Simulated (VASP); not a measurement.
MgO, 4 atoms in the cell. The structure is hexagonal, space group P6_3/mmc (No. 194). The conventional cell has a = 3.430 Å, b = 3.430 Å, c = 4.139 Å, α = 90.00°, β = 90.00°, γ = 120.00°. Within 2.6 Å of Mg (site symmetry -6m2) lie 5 O at 1.98 to 2.07 Å. O (site symmetry -6m2) has 5 Mg at 1.98 to 2.07 Å within 2.6 Å. 

- Program: VASP 6.6.1
- Task: vibrations by perturbation theory
- Functional: PBE
- Potentials or basis: VASP PAW PBE potentials, release 64 (Mg, O)
- Cutoff: 520 eV
- k mesh: 12 × 12 × 6
- Occupations: gaussian, width 0.01 eV
- Spin: no spin polarisation
- Dipole correction: no
- Further INCAR settings: ALGO = Normal; EDIFF = 1e-08; NBANDS = 16; IBRION = 8; NSW = 1

Potentials or basis: VASP PAW PBE potentials, release 64 (Mg, O).

Launch:

```sh
$ cat potpaw_PBE.64/Mg/POTCAR potpaw_PBE.64/O/POTCAR > POTCAR
$ mpirun -np 1 vasp_std > vasp.out
```

Hardware: 1 thread of Intel(R) Xeon(R) 6975P-C (Granite Rapids), with other jobs on the host.

Task: How long does it take, and how much memory?

Result: Wall time 8.2 min on 1 thread of Intel(R) Xeon(R) 6975P-C (Granite Rapids), with other jobs on the host, peak memory 0.55 GiB. Counts: scf iterations 125, k points 76.
